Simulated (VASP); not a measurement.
# Ag (Im-3m) in VASP: further runs

The runs below take Ag through single point, with LDA.

Everything below comes from runs of VASP 6.6.1. Logs are shortened: lines on timing, memory, paths and dates and some standing lists are left out, and cuts for length are marked.

### Step 1. The cell of the first run

The structure is cubic, space group Im-3m (No. 229). The conventional cell has a = 3.182 Å, b = 3.182 Å, c = 3.182 Å, α = 90.00°, β = 90.00°, γ = 90.00°. Ag (site symmetry m-3m) has 14 Ag at 2.76 to 3.18 Å within 3.6 Å.

### Step 2. Single point, LDA

INCAR reads:

```
SYSTEM = Ag
ALGO     = Normal         ! electronic algorithm
EDIFF    = 1E-6           ! SCF threshold, eV
ENCUT    = 520            ! plane-wave cutoff, eV
GGA      = CA             ! functional
ISIF     = 2              ! what is computed and relaxed
ISMEAR   = 0              ! smearing method
LASPH    = .True.         ! aspherical terms in the spheres
LCHARG   = .False.        ! write CHGCAR
LREAL    = .False.        ! projectors in reciprocal space
LWAVE    = .False.        ! write WAVECAR
NBANDS   = 12             ! bands
NELM     = 100            ! most SCF steps
PREC     = Accurate       ! precision mode
SIGMA    = 0.1            ! smearing width, eV
```

KPOINTS reads:

```
k-points
0
Gamma
  18 18 18
  0 0 0
```

POSCAR reads:

```
Ag
1.0
   -1.5910507831      1.5910507831      1.5910507831
    1.5910507831     -1.5910507831      1.5910507831
    1.5910507831      1.5910507831     -1.5910507831
Ag
1
Direct
    0.0000000000      0.0000000000      0.0000000000
```

Potentials or basis: VASP PAW LDA potentials, release 64 (Ag).

The run is started by

```console
> cat potpaw_LDA.64/Ag/POTCAR > POTCAR
> mpirun -np 1 vasp_std > vasp.out
```

OUTCAR:

```text
SYSTEM = Ag
   EDIFF = 1E-6
   ENCUT = 520
   GGA = CA
   ISIF = 2
   ISMEAR = 0
   LASPH = .True.
   LREAL = .False.
   NELM = 100
   PREC = Accurate

 ion  position               nearest neighbor table
   1  0.000  0.000  0.000-

  LATTYP: Found a body centered cubic cell.
 ALAT       =     3.1821015662

  Lattice vectors:

 A1 = (  -1.5910507831,   1.5910507831,   1.5910507831)
 A2 = (   1.5910507831,  -1.5910507831,   1.5910507831)
 A3 = (   1.5910507831,   1.5910507831,  -1.5910507831)

Analysis of symmetry for initial positions (statically):
=====================================================================
 Subroutine PRICEL returns:
 Original cell was already a primitive cell.

 Routine SETGRP: Setting up the symmetry group for a
 body centered cubic supercell.

 Subroutine GETGRP returns: Found 48 space group operations
 (whereof 48 operations were pure point group operations)
 out of a pool of 48 trial point group operations.

The static configuration has the point symmetry O_h .

Analysis of symmetry for dynamics (positions and initial velocities):
=====================================================================
 Subroutine PRICEL returns:
 Original cell was already a primitive cell.

 Routine SETGRP: Setting up the symmetry group for a
 body centered cubic supercell.

 Subroutine GETGRP returns: Found 48 space group operations
 (whereof 48 operations were pure point group operations)
 out of a pool of 48 trial point group operations.

The dynamic configuration has the point symmetry O_h .

 Subroutine INISYM returns: Found 48 space group operations
 (whereof 48 operations are pure point group operations),
 and found     1 'primitive' translations

----------------------------------------------------------------------------------------

                                     Primitive cell

  volume of cell :      16.1106

  direct lattice vectors                    reciprocal lattice vectors
    -1.591050783  1.591050783  1.591050783     0.000000000  0.314257725  0.314257725
     1.591050783 -1.591050783  1.591050783     0.314257725  0.000000000  0.314257725
     1.591050783  1.591050783 -1.591050783     0.314257725  0.314257725  0.000000000

  length of vectors
     2.755780794  2.755780794  2.755780794     0.444427537  0.444427537  0.444427537

  position of ions in fractional coordinates (direct lattice)
     0.000000000  0.000000000  0.000000000

  ion indices of the primitive-cell ions
   primitive index   ion index
                 1           1

----------------------------------------------------------------------------------------

 KPOINTS: k-points

Automatic generation of k-mesh.
 Grid dimensions read from file:
 generate k-points for:   18   18   18

 Generating k-lattice:

  Cartesian coordinates                     Fractional coordinates (reciprocal lattice)
     0.000000000  0.017458763  0.017458763     0.055555556  0.000000000  0.000000000
     0.017458763  0.000000000  0.017458763     0.000000000  0.055555556  0.000000000
     0.017458763  0.017458763  0.000000000     0.000000000  0.000000000  0.055555556

  Length of vectors
     0.024690419  0.024690419  0.024690419

  Shift w.r.t. Gamma in fractional coordinates (k-lattice)
     0.000000000  0.000000000  0.000000000

 Subroutine IBZKPT returns following result:
 ===========================================

 Found    195 irreducible k-points:

 Following reciprocal coordinates:
            Coordinates               Weight
  0.000000  0.000000  0.000000      1.000000
  0.055556  0.000000  0.000000     12.000000
  0.111111  0.000000  0.000000     12.000000
  0.166667  0.000000  0.000000     12.000000
  0.222222  0.000000  0.000000     12.000000
  0.277778  0.000000  0.000000     12.000000
[... 16 lines left out ...]
  0.333333  0.111111 -0.000000     48.000000
  0.388889  0.111111 -0.000000     48.000000
 [... further k-points ...]
   k-points           NKPTS =    195   k-points in BZ     NKDIM =    195   number of bands    NBANDS=     12
   number of dos      NEDOS =    301   number of ions     NIONS =      1
   total plane-waves  NPLWV =   8000
   dimension x,y,z NGX =    20 NGY =   20 NGZ =   20
   dimension x,y,z NGXF=    40 NGYF=   40 NGZF=   40
   ions per type =               1
   NGX,Y,Z   is equivalent  to a cutoff of  12.07, 12.07, 12.07 a.u.
   NGXF,Y,Z  is equivalent  to a cutoff of  24.13, 24.13, 24.13 a.u.
 SYSTEM =  Ag
   PREC   = accura    normal or accurate (medium, high low for compatibility)
   ISTART =      0    job   : 0-new  1-cont  2-samecut
   ICHARG =      2    charge: 1-file 2-atom 10-const
   ISPIN  =      1    spin polarized calculation?
   LNONCOLLINEAR =      F non collinear calculations
   LSORBIT =      F    spin-orbit coupling
   LASPH  =      T    aspherical Exc in radial PAW
   ENCUT  =  520.0 eV  38.22 Ry    6.18 a.u.   5.12  5.12  5.12*2*pi/ulx,y,z
   NELM   =    100;   NELMIN=  2; NELMDL= -5     # of ELM steps
   EDIFF  = 0.1E-05   stopping-criterion for ELM
   LREAL  =      F    real-space projection
   EDIFFG = 0.1E-04   stopping-criterion for IOM
   NSW    =      0    number of steps for IOM
   IBRION =     -1    ionic relax: 0-MD 1-quasi-New 2-CG
   NFREE  =      0    steps in history (QN), initial steepest desc. (CG)
   ISIF   =      2    stress and relaxation
   ISYM   =      2    0-nonsym 1-usesym 2-fastsym
   POTIM  = 0.5000    time-step for ionic-motion
   TEBEG  =    0.0;   TEEND  =   0.0 temperature during run
   PSTRESS=    0.0 pullay stress
   NELECT =      11.0000    total number of electrons
   NUPDOWN=      -1.0000    fix difference up-down
   EMIN   =  10.00;   EMAX   =-10.00  energy-range for DOS
   EFERMI =   0.00;   METHOD = LEGACY
   ISMEAR =     0;   SIGMA  =   0.10  broadening in eV -4-tet -1-fermi 0-gaus
   EFERMI_NEDOS =   21; number of points for ismear=-14 and -15
   IALGO  =     38    algorithm
   IMIX   =      4    mixing-type and parameters
     AMIX     =   0.40;   BMIX     =  1.00
     AMIX_MAG =   1.60;   BMIX_MAG =  1.00
  volume/ion in A,a.u.               =      16.11       108.72
  Fermi-wavevector in a.u.,A,eV,Ry     =   1.441568  2.724168 28.274501  2.078117
  Thomas-Fermi vector in A             =   2.560185
   LORBIT       =      0    0 simple, 1 ext, 2 COOP (PROOUT), +10 PAW based schemes
   GGA     = CA    functional components
   LHFCALC =     F    Hartree Fock is set to
   AEXX    =    0.0000 exact exchange contribution
   IVDW    =     0    specifies the selected vdW correction
   LEPSILON=     F    determine dielectric tensor
   LRPA    =     F    only Hartree local field effects (RPA)
 non-spin polarized calculation
 Gauss-broadening in eV      SIGMA  =   0.10
  energy-cutoff  :      520.00
  volume of cell :       16.11
 maximum number of plane-waves:       466
   NGX = 11   NGY = 11   NGZ = 11

 number of electron      11.0000000 magnetization

 Free energy of the ion-electron system (eV)
  ---------------------------------------------------
  ext. energy  EPLUGINS =         0.00000000
  ---------------------------------------------------
  free energy    TOTEN  =        -3.73767658 eV

  energy without entropy =       -3.73465153  energy(sigma->0) =       -3.73616405

 E-fermi :   8.9938     XC(G=0): -12.9209

 val. band max:        8.9607657258   @ k =  -0.3889   0.4444   0.1111
 cond. band min:       9.0282626425   @ k =   0.2778   0.1667   0.0556
 fundamental gap:      0.0674969167
 Fermi energy:         8.9937502483

 k-point     1 :       0.0000    0.0000    0.0000
  band No.  band energies     occupation
      1       0.7233      2.00000
      2       3.8515      2.00000
      3       3.8515      2.00000
      4       3.8515      2.00000
      5       5.3470      2.00000
      6       5.3470      2.00000
      7      27.1298      0.00000
      8      27.1298      0.00000
      9      27.1298      0.00000
     10      34.1160      0.00000
     11      34.1162      0.00000
     12      34.2256      0.00000

 k-point     2 :       0.0556    0.0000    0.0000
  band No.  band energies     occupation
      1       0.8307      2.00000
      2       3.8229      2.00000
      3       3.8554      2.00000
      4       3.9165      2.00000
      5       5.3147      2.00000
      6       5.3490      2.00000
      7      26.9260      0.00000
      8      27.1151      0.00000
      9      27.2210      0.00000
     10      32.5384      0.00000
     11      32.8393      0.00000
     12      33.5318      0.00000

 k-point     3 :       0.1111    0.0000    0.0000
  band No.  band energies     occupation
      1       1.1411      2.00000
      2       3.7414      2.00000
      3       3.8684      2.00000
      4       4.1073      2.00000
      5       5.2355      2.00000
      6       5.3556      2.00000
      7      26.1641      0.00000
      8      26.9460      0.00000
      9      27.4810      0.00000
     10      31.4316      0.00000
     11      31.4461      0.00000
     12      32.0719      0.00000
[... 286 lines left out ...]
 k-point    23 :       0.3333    0.1111   -0.0000
  band No.  band energies     occupation
      1       2.4987      2.00000
      2       3.1393      2.00000
      3       4.9758      2.00000
      4       5.2317      2.00000
      5       5.7132      2.00000
      6       7.8856      2.00000
      7      16.1492      0.00000
      8      21.7408      0.00000
      9      23.9753      0.00000
     10      29.6948      0.00000
     11      32.8530      0.00000
     12      33.5242      0.00000

 k-point    24 :       0.3889    0.1111   -0.0000
  band No.  band energies     occupation
      1       2.4122      2.00000
      2       3.0737      2.00000
      3       5.1341      2.00000
      4       5.2740      2.00000
      5       5.9504      2.00000
      6       9.0639      0.32086
      7      14.3633      0.00000
      8      21.3385      0.00000
      9      23.4781      0.00000
     10      29.9454      0.00000
     11      32.9430      0.00000
     12      33.4943      0.00000

 [... further k-points ...]
[... 5 lines left out ...]
  --------------------------------------------------------------------------------------
  -------------------------------------------------------------------------------------
  Total        0.0152270      0.0152270      0.0152270     -0.0000000      0.0000000     -0.0000000
  in kB        1.5143033      1.5143033      1.5143033     -0.0000000      0.0000000     -0.0000000
  external PRESSURE =       1.5143033 kB  Pullay stress =       0.0000000 kB

 VOLUME and BASIS-vectors are now :
 -----------------------------------------------------------------------------
  energy-cutoff  :      520.00
  volume of cell :       16.11
      direct lattice vectors                 reciprocal lattice vectors
    -1.591050783  1.591050783  1.591050783     0.000000000  0.314257725  0.314257725
     1.591050783 -1.591050783  1.591050783     0.314257725  0.000000000  0.314257725
     1.591050783  1.591050783 -1.591050783     0.314257725  0.314257725  0.000000000

 POSITION                                       TOTAL-FORCE (eV/Angst)
 -----------------------------------------------------------------------------------
      0.00000      0.00000      0.00000         0.000000     -0.000000     -0.000000
 -----------------------------------------------------------------------------------
    total drift:                                0.000000     -0.000000      0.000000

  FREE ENERGIE OF THE ION-ELECTRON SYSTEM (eV)
  ---------------------------------------------------
  free  energy   TOTEN  =        -3.7376765773 eV

  energy  without entropy=       -3.7346515282  energy(sigma->0) =       -3.73616405
```

Wall time 30 s (1 thread of Intel Xeon 8259CL, shared host); peak memory 0.15 GiB.

What came out:

```
Free energy : -3.7377 eV
Pressure    : 0.2 GPa
```

Levels at points of the mesh, in eV from the Fermi level:
```
           k point  band 3  band 4  band 5  band 6  band 7  band 8  band 9  band 10
(0.00, 0.00, 0.00)   -5.14   -5.14   -3.65   -3.65   18.14   18.14   18.14    25.12
(0.50, 0.00, 0.00)   -3.71   -3.50   -2.51   -0.27    4.47   13.50   14.86    20.81
(0.50, 0.50, 0.50)   -2.79   -2.79   -2.79    6.97    6.97    6.97   13.56    14.18
```

### Step 3. Single point, LDA

This run uses another cell than the first one, of 14.58 Å³/atom, 0.905 times its volume.

INCAR reads:

```
SYSTEM = Ag
ALGO     = Fast           ! electronic algorithm
EDIFF    = 1E-7           ! SCF threshold, eV
ENCUT    = 520            ! plane-wave cutoff, eV
ISIF     = 2              ! what is computed and relaxed
ISMEAR   = -1             ! smearing method
LASPH    = .True.         ! aspherical terms in the spheres
LCHARG   = .True.         ! write CHGCAR
LELF     = .True.         ! ELF
LREAL    = .False.        ! projectors in reciprocal space
LVHAR    = .True.       
LWAVE    = .False.        ! write WAVECAR
NBANDS   = 12             ! bands
NELM     = 60             ! most SCF steps
PREC     = Accurate       ! precision mode
SIGMA    = 0.15           ! smearing width, eV
```

KPOINTS reads:

```
k-points
0
Gamma
  20 20 20
  0 0 0
```

POSCAR reads:

```
Ag
1.0
   -1.5388323957      1.5388323957      1.5388323957
    1.5388323957     -1.5388323957      1.5388323957
    1.5388323957      1.5388323957     -1.5388323957
Ag
1
Direct
    0.0000000000      0.0000000000      0.0000000000
```

Potentials or basis: VASP PAW LDA potentials, release 64 (Ag).

The run is started by

```console
> cat potpaw_LDA.64/Ag/POTCAR > POTCAR
> mpirun -np 1 vasp_std > vasp.out
```

OUTCAR:

```text
SYSTEM = Ag
   EDIFF = 1E-7
   ENCUT = 520
   ISIF = 2
   ISMEAR = -1
   LASPH = .True.
   LREAL = .False.
   NELM = 60
   PREC = Accurate

 ion  position               nearest neighbor table
   1  0.000  0.000  0.000-

  LATTYP: Found a body centered cubic cell.
 ALAT       =     3.0776647914

  Lattice vectors:

 A1 = (  -1.5388323957,   1.5388323957,   1.5388323957)
 A2 = (   1.5388323957,  -1.5388323957,   1.5388323957)
 A3 = (   1.5388323957,   1.5388323957,  -1.5388323957)

Analysis of symmetry for initial positions (statically):
=====================================================================
 Subroutine PRICEL returns:
 Original cell was already a primitive cell.

 Routine SETGRP: Setting up the symmetry group for a
 body centered cubic supercell.

 Subroutine GETGRP returns: Found 48 space group operations
 (whereof 48 operations were pure point group operations)
 out of a pool of 48 trial point group operations.

The static configuration has the point symmetry O_h .

Analysis of symmetry for dynamics (positions and initial velocities):
=====================================================================
 Subroutine PRICEL returns:
 Original cell was already a primitive cell.

 Routine SETGRP: Setting up the symmetry group for a
[... 160 lines left out ...]
  band No.  band energies     occupation
      1       1.5094      2.00000
      2       4.9943      2.00000
      3       4.9943      2.00000
      4       4.9943      2.00000
      5       6.7510      2.00000
      6       6.7510      2.00000
      7      28.9924      0.00000
      8      28.9924      0.00000
      9      28.9924      0.00000
     10      36.9961      0.00000
     11      36.9961      0.00000
     12      37.9308      0.00000
[... 331 lines left out ...]
 k-point    24 :       0.2500    0.1000    0.0000
  band No.  band energies     occupation
      1       3.5029      2.00000
      2       4.3460      2.00000
      3       5.5386      2.00000
      4       6.4325      2.00000
      5       6.9162      2.00000
      6       7.6207      2.00000
      7      21.9776      0.00000
      8      25.3336      0.00000
      9      28.0981      0.00000
     10      31.5351      0.00000
     11      35.5612      0.00000
     12      35.6051      0.00000

 [... further k-points ...]
[... 5 lines left out ...]
  --------------------------------------------------------------------------------------
  -------------------------------------------------------------------------------------
  Total        1.6452971      1.6452971      1.6452971      0.0000000      0.0000000     -0.0000000
  in kB      180.8510176    180.8510176    180.8510176      0.0000000      0.0000000     -0.0000000
  external PRESSURE =     180.8510176 kB  Pullay stress =       0.0000000 kB

 VOLUME and BASIS-vectors are now :
 -----------------------------------------------------------------------------
  energy-cutoff  :      520.00
  volume of cell :       14.58
      direct lattice vectors                 reciprocal lattice vectors
    -1.538832396  1.538832396  1.538832396     0.000000000  0.324921675  0.324921675
     1.538832396 -1.538832396  1.538832396     0.324921675  0.000000000  0.324921675
     1.538832396  1.538832396 -1.538832396     0.324921675  0.324921675  0.000000000

 POSITION                                       TOTAL-FORCE (eV/Angst)
 -----------------------------------------------------------------------------------
      0.00000      0.00000      0.00000        -0.000000      0.000000     -0.000000
 -----------------------------------------------------------------------------------
    total drift:                                0.000000     -0.000000      0.000000

  FREE ENERGIE OF THE ION-ELECTRON SYSTEM (eV)
  ---------------------------------------------------
  free  energy   TOTEN  =        -3.6723417845 eV

  energy  without entropy=       -3.6511937581  energy(sigma->0) =       -3.66176777
```

OSZICAR:

```text
N       E                     dE             d eps       ncg     rms          rms(c)
DAV:   1     0.524409880220E+02    0.52441E+02   -0.55864E+03  6176   0.849E+02
DAV:   2    -0.316449024232E+01   -0.55605E+02   -0.52656E+02  7232   0.202E+02
DAV:   3    -0.402391428433E+01   -0.85942E+00   -0.85892E+00  7108   0.261E+01
DAV:   4    -0.402627168591E+01   -0.23574E-02   -0.23573E-02  7100   0.143E+00
DAV:   5    -0.402628728171E+01   -0.15596E-04   -0.15596E-04  7012   0.103E-01    0.841E+00
RMM:   6    -0.369878072612E+01    0.32751E+00   -0.39947E-01  6339   0.574E+00    0.495E+00
RMM:   7    -0.367851946999E+01    0.20261E-01   -0.12180E-02  6932   0.121E+00    0.256E+00
RMM:   8    -0.367231802644E+01    0.62014E-02   -0.18490E-03  7205   0.463E-01    0.195E-01
RMM:   9    -0.367234468377E+01   -0.26657E-04   -0.21422E-04  7778   0.120E-01    0.724E-02
RMM:  10    -0.367234426315E+01    0.42061E-06   -0.42378E-05  7644   0.502E-02    0.524E-02
RMM:  11    -0.367234274824E+01    0.15149E-05   -0.11410E-05  7714   0.209E-02    0.214E-02
RMM:  12    -0.367234165474E+01    0.10935E-05   -0.55436E-06  7224   0.198E-02    0.693E-03
RMM:  13    -0.367234176554E+01   -0.11080E-06   -0.10853E-06  6283   0.600E-03    0.588E-03
RMM:  14    -0.367234178449E+01   -0.18950E-07   -0.72393E-08  4729   0.186E-03
   1 F= -.36723418E+01 E0= -.36617678E+01  d E =-.211480E-01
```

Run time: 60 s. Hardware: 1 thread of Intel Xeon 8259CL, shared host; peak memory 0.15 GiB.

Results:

- Free energy: -3.6723 eV
- Pressure: 18.1 GPa

Levels at points of the mesh, in eV from the Fermi level:
```tsv
k point	band 2	band 3	band 4	band 5	band 6	band 7	band 8	band 9
(0.00, 0.00, 0.00)	-5.64	-5.64	-5.64	-3.88	-3.88	18.36	18.36	18.36
(0.50, 0.00, 0.00)	-6.68	-3.95	-3.70	-2.52	-0.58	5.11	13.75	15.79
(0.50, 0.50, 0.50)	-7.57	-2.85	-2.85	-2.85	7.23	7.23	7.23	15.11
```
